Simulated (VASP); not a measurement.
Set up this calculation in VASP 6.6.1, as the native input.

```
Task                   : electric field gradients
Functional             : r2SCAN
Potentials or basis    : VASP PAW PBE potentials, release 64 (Hf_pv)
Cutoff                 : 520 eV
k mesh                 : 12 × 12 × 7
Occupations            : fermi-dirac, width 0.05 eV
Spin                   : no spin polarisation
Dipole correction      : no
Further INCAR settings : ALGO = Normal; EDIFF = 1e-08; NBANDS = 17
```

Crystal: Hf.

```xyz
2
Lattice="3.2135 0.0000 0.0000 -1.6068 2.7830 0.0000 0.0000 0.0000 5.0785" Properties=species:S:1:pos:R:3 pbc="T T T"
Hf    0.0000    1.8553    1.2696
Hf    1.6068    0.9277    3.8088
```

This cell differs from its parent crystal: volume scaled by 1.02.

These files were run (other wordings do the same):

POSCAR

```
Hf
1.0
    3.2135268677      0.0000000000      0.0000000000
   -1.6067634338      2.7829959032      0.0000000000
    0.0000000000      0.0000000000      5.0784534855
Hf
2
Direct
    0.3333333333      0.6666666667      0.2500000000
    0.6666666667      0.3333333333      0.7500000000
```

INCAR.step1

```
SYSTEM = Hf
PREC = Accurate ; ENCUT = 520
ISMEAR = -1 ; SIGMA = 0.05
LREAL = .FALSE. ; LASPH = .TRUE.
NELM = 60 ; NBANDS = 17
GGA = PE ; ALGO = Normal
EDIFF = 1E-4 ; LWAVE = .TRUE.
LCHARG = .FALSE.
```

INCAR.step2

```
SYSTEM = Hf
PREC = Accurate ; ENCUT = 520
EDIFF = 1E-8 ; ISMEAR = -1
SIGMA = 0.05 ; LREAL = .FALSE.
LASPH = .TRUE. ; NELM = 60
ALGO = Normal ; ISIF = 2
LWAVE = .FALSE. ; LCHARG = .FALSE.
METAGGA = R2SCAN ; LMIXTAU = .TRUE.
LEFG = .TRUE. ; NBANDS = 17
ISTART = 1
```

KPOINTS

```
Automatic mesh
0
G
  12 12 7
  0 0 0
```

Potentials or basis: VASP PAW PBE potentials, release 64 (Hf_pv).

Command:

```sh
$ cat potpaw_PBE.64/Hf_pv/POTCAR > POTCAR
$ cp INCAR.step1 INCAR
$ mpirun -np 1 vasp_std > vasp.out
$ cp INCAR.step2 INCAR
$ mpirun -np 1 vasp_std > vasp.out
```

Results of the run:

- Pressure: -2.3 GPa
- Band gap on the k mesh: zero (band 10 reaches 6.05 eV, above the bottom of band 11 at 4.27 eV)

Caveat: without QUAD_EFG the Cq values of the log hold for a quadrupole moment of 1 mb, not for the nuclei; the PAW data sets were made with another functional, which shifts forces and pressure a little; spin-orbit coupling is left out, which moves the levels of the heavy elements.

It took 2.3 min on 1 thread of Intel Xeon 6975P-C, with other jobs on the host, peak memory 0.2 GiB.
